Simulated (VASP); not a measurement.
## Ir: elastic constants with PBEsol

Ir:

```
Ir
1.0
     0.00000    1.90878    1.90878
     1.90878    0.00000    1.90878
     1.90878    1.90878    0.00000
Ir
1
Direct
  0.00000 0.00000 0.00000
```

* Program: VASP 6.6.1
* Task: elastic constants
* Functional: PBEsol
* Potentials or basis: VASP PAW PBE potentials, release 64 (Ir)
* Cutoff: 600 eV
* k mesh: 24 × 24 × 24
* Occupations: fermi-dirac, width 0.05 eV
* Spin: no spin polarisation
* Dipole correction: no
* Ions in elastic constants: relaxed
* Further INCAR settings: ALGO = Normal; EDIFF = 1e-08; NBANDS = 10; IBRION = 6; POTIM = 0.015; NSW = 1; ISIF = 3

- Elastic constants C11, C12, C44: 676, 278, 293 GPa
- Voigt bulk modulus: 410 GPa

Elastic tensor in Voigt notation (GPa, in the Cartesian axes of the cell as first typed):
```
676 278 278   0   0   0
278 676 278   0   0   0
278 278 676   0   0   0
  0   0   0 293   0   0
  0   0   0   0 293   0
  0   0   0   0   0 293
```

Clamped-ion elastic tensor (GPa):
```
676 278 278   0   0   0
278 676 278   0   0   0
278 278 676   0   0   0
  0   0   0 293   0   0
  0   0   0   0 293   0
  0   0   0   0   0 293
```

Wall time 26 min on 1 thread of Intel(R) Xeon(R) Platinum 8488C (Sapphire Rapids) (shared host), peak memory 1.2 GiB.

Caveat: the cell is under stress, which shifts elastic constants; the PAW data sets were made with another functional, which shifts forces and pressure a little.
